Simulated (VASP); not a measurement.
Set up this calculation in VASP 6.6.1, as the native input.

- Task: relaxation of the atoms
- Functional: PBE
- Potentials or basis: VASP PAW PBE potentials, release 64 (Zr_sv, N)
- Cutoff: 520 eV
- k mesh: 18 × 18 × 18
- Occupations: fermi-dirac, width 0.05 eV
- Spin: no spin polarisation
- Dipole correction: no
- Further INCAR settings: ALGO = Normal; EDIFF = 1e-07; IBRION = 2; EDIFFG = -0.02; NSW = 80

The structure of ZrN lies in POSCAR:

```
ZrN
1.0
    0.0000000000      2.3290352954      2.3290352954
    2.3290352954      0.0000000000      2.3290352954
    2.3290352954      2.3290352954      0.0000000000
Zr N
1 1
Direct
    0.0000000000      0.0000000000      0.0000000000
    0.5000000000      0.5000000000      0.5000000000
```

One way to write it, as run:

INCAR

```
PREC = Accurate
ENCUT = 520
EDIFF = 1E-7
ISMEAR = -1
SIGMA = 0.05
LREAL = F
LASPH = T
NELM = 120
ALGO = Normal
ISIF = 2
LWAVE = F
LCHARG = F
GGA = PE
IBRION = 2
NSW = 80
EDIFFG = -0.02
GGA_COMPAT = F
NELMIN = 4
```

KPOINTS

```
Automatic mesh
0
Gamma
  18 18 18
```

Potentials or basis: VASP PAW PBE potentials, release 64 (Zr_sv, N).

Launch:

```console
$ cat potpaw_PBE.64/Zr_sv/POTCAR potpaw_PBE.64/N/POTCAR > POTCAR
$ mpirun -np 1 vasp_std > vasp.out
```

Results of the run:

* Pressure after relaxing: -9.1 GPa
* Band gap on the k mesh: zero (an odd number of electrons rules out a gap without spin polarisation)

Caveat: the relaxation stopped at its first step, so nothing moved; an odd number of electrons without spin polarisation forces a metal; a magnetic or distorted state may lie lower.

Wall time 74 s on 1 thread of Oxide Virtual Turin-like Processor (shared host), peak memory 0.16 GiB.
